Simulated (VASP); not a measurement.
Input of a VASP 6.6.1 run:

The input INCAR:

```
SYSTEM = Li7Bi
ALGO = Fast
EDIFF = 1E-6
ENCUT = 520
GGA = PE
ISIF = 2
ISMEAR = 0
LASPH = .TRUE.
LCHARG = .FALSE.
LREAL = .FALSE.
LWAVE = .FALSE.
NBANDS = 28
NELM = 80
PREC = Accurate
SIGMA = 0.1
```

KPOINTS

```
k-points
0
G
  8 8 8
  0 0 0
```

POSCAR

```
Li7Bi
1.0
    0.0000000000      4.3027546000      4.3027546000
    4.3027546000      0.0000000000      4.3027546000
    4.3027546000      4.3027546000      0.0000000000
Li Bi
7 1
Direct
    0.5000000000      0.0000000000      0.0000000000
    0.0000000000      0.5000000000      0.5000000000
    0.0000000000      0.5000000000      0.0000000000
    0.5000000000      0.0000000000      0.5000000000
    0.0000000000      0.0000000000      0.5000000000
    0.5000000000      0.5000000000      0.0000000000
    0.5000000000      0.5000000000      0.5000000000
    0.0000000000      0.0000000000      0.0000000000
```

Potentials or basis: VASP PAW PBE potentials, release 64 (Li_sv, Bi_d).

Command:

```sh
$ cat potpaw_PBE.64/Li_sv/POTCAR potpaw_PBE.64/Bi_d/POTCAR > POTCAR
$ mpirun -np 1 vasp_std > vasp.out
```

**Question.** Estimate the band gap on the k mesh.

**Answer.** Zero (bands 18 and 19 overlap by 0.58 eV).

Caveat: spin-orbit coupling is left out, which moves the levels of the heavy elements.
